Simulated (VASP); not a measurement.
A run of VASP 6.6.1 is set up as follows.

Contents of POSCAR:

```
TiTe2
1.0
    3.8060080616      0.0000000000      0.0000000000
   -1.9030040308      3.2960996684      0.0000000000
    0.0000000000      0.0000000000      6.8419517740
Ti Te
1 2
Direct
    0.0000000000      0.0000000000      0.0000000000
    0.6666666667      0.3333333333      0.2478209815
    0.3333333333      0.6666666667      0.7521790185
```

The input INCAR.step1:

```
SYSTEM = TiTe2
  PREC = Accurate
  ENCUT = 520
  ISMEAR = -1
  SIGMA = 0.1
  LREAL = .FALSE.
  LASPH = .TRUE.
  NELM = 80
  NBANDS = 19
  GGA = PE
  ALGO = Normal
  EDIFF = 1E-4
  LWAVE = .TRUE.
  LCHARG = .FALSE.
```

Contents of INCAR.step2:

```
SYSTEM = TiTe2
  PREC = Accurate
  ENCUT = 520
  EDIFF = 1E-7
  ISMEAR = -1
  SIGMA = 0.1
  LREAL = .FALSE.
  LASPH = .TRUE.
  NELM = 80
  ALGO = Normal
  ISIF = 2
  LWAVE = .FALSE.
  LCHARG = .FALSE.
  METAGGA = R2SCAN
  LMIXTAU = .TRUE.
  NBANDS = 19
  ISTART = 1
```

The input KPOINTS:

```
Automatic mesh
0
G
  10 10 5
  0 0 0
```

Potentials or basis: VASP PAW PBE potentials, release 64 (Ti_sv, Te).

The run is started by

```console
$ cat potpaw_PBE.64/Ti_sv/POTCAR potpaw_PBE.64/Te/POTCAR > POTCAR
$ cp INCAR.step1 INCAR
$ mpirun -np 1 vasp_std > vasp.out
$ cp INCAR.step2 INCAR
$ mpirun -np 1 vasp_std > vasp.out
```

Estimate the pressure.

0.1 GPa.

What does it give for the largest force?

0.014 eV/Å.

Forces on the atoms (eV/Å):
```
Ti   0.000  0.000  0.000
Te   0.000  0.000  0.014
Te   0.000  0.000 -0.014
```

Caveat: the PAW data sets were made with another functional, which shifts forces and pressure a little.
